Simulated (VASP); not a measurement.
Set up this calculation in VASP 6.6.1, as the native input.

```yaml
Task: relaxation of cell and atoms
Functional: PBE
Potentials_or_basis: VASP PAW PBE potentials, release 64 (Dy_3, Bi_d, P), 4f in core
Cutoff: 500 eV
k_mesh: 6 × 6 × 2
Occupations: gaussian, width 0.1 eV
Spin: no spin polarisation
Dipole_correction: no
Further_INCAR_settings: ALGO = Normal; EDIFF = 1e-07; IBRION = 2; EDIFFG = -0.04; NSW = 90; ISIF = 3
```

The structure of Dy2BiP3 lies in POSCAR:

```
Dy2BiP3
1.0
    4.5959361500      0.0000000000      0.0000000000
   -2.2979680700      3.9801974600      0.0000000000
    0.0000000000      0.0000000000     10.0120109900
Dy Bi P
2 1 3
Direct
    0.3333333300      0.6666666700      0.2516720000
    0.3333333300      0.6666666700      0.7483280000
    0.6666666700      0.3333333300      0.0000000000
    0.6666666700      0.3333333300      0.5000000000
    0.0000000000      0.0000000000      0.0000000000
    0.0000000000      0.0000000000      0.5000000000
```

The cell was generated, and may not be a known phase.

One way to write it, as run:

INCAR

```
SYSTEM = Dy2BiP3
PREC = Accurate ; ENCUT = 500
EDIFF = 1E-7 ; ISMEAR = 0
SIGMA = 0.1 ; LREAL = .FALSE.
LASPH = .TRUE. ; NELM = 200
ALGO = Normal ; ISIF = 3
LWAVE = .FALSE. ; LCHARG = .FALSE.
GGA = PE ; IBRION = 2
NSW = 90 ; EDIFFG = -0.04
GGA_COMPAT = .FALSE. ; NELMIN = 4
LMAXMIX = 6
```

KPOINTS

```
regular mesh
0
G
  6 6 2
  0 0 0
```

Potentials or basis: VASP PAW PBE potentials, release 64 (Dy_3, Bi_d, P), 4f in core.

Run with:

```bash
$ cat potpaw_PBE.64/Dy_3/POTCAR potpaw_PBE.64/Bi_d/POTCAR potpaw_PBE.64/P/POTCAR > POTCAR
$ mpirun -np 1 vasp_std > vasp.out
```

It gave:

The relaxed volume is 22.59 Å³/atom and the relaxed cell is a = 4.538 Å, b = 4.538 Å, c = 7.601 Å, α = 90.00°, β = 90.00°, γ = 120.00°. The space group after relaxing (to 0.1 Å) is P-6m2 (No. 187), the energy gained by relaxing is 599.2 meV/atom and the ionic steps are 11. The pressure after relaxing is 0.0 GPa. The largest force after relaxing is 0.020 eV/Å. The band gap on the k mesh is zero (bands 24 and 25 overlap by 1.74 eV).

Caveat: the volume moved by over 15 % at a fixed basis, so the end points are rough; spin-orbit coupling is left out, which moves the levels of the heavy elements; the 4f electrons are frozen in the core, so they carry no moment and show no levels.

Run time: 8.6 min on 1 thread of Intel(R) Xeon(R) Platinum 8488C (Sapphire Rapids), on a shared host, peak memory 0.37 GiB.
